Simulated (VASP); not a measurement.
KBr:

```
CELL_PARAMETERS angstrom
0.00000 3.64662 3.76803
3.64662 0.00000 3.76803
3.64662 3.64662 0.00000
ATOMIC_POSITIONS crystal
K 0.00000 0.00000 0.00000
Br 0.25000 0.25000 0.25000
```

This cell differs from its parent crystal: epitaxial xy strain -1.1%.

Base run:

| Item | Value |
| --- | --- |
| Program | VASP 6.6.1 |
| Functional | PBE |
| Potentials or basis | VASP PAW PBE potentials, release 64 (K_sv, Br) |
| Cutoff | 520 eV |
| k mesh | 6 × 6 × 6 |
| Occupations | fermi-dirac, width 0.02 eV |
| Spin | no spin polarisation |

Its results: band gap on the k mesh 4.27 eV, indirect (least direct gap 4.29 eV); pressure 0.3 GPa.

Q: The run is repeated on the same cell with these changes: functional from PBE to r2SCAN; occupations from fermi-dirac, width 0.02 eV to gaussian, width 0.01 eV. What comes out?

A: Band gap on the k mesh 4.83 eV, indirect (least direct gap 4.85 eV); pressure 0.0 GPa.

Caveats: the PAW data sets were made with another functional, which shifts forces and pressure a little (some runs).

A k mesh can miss the band edges.
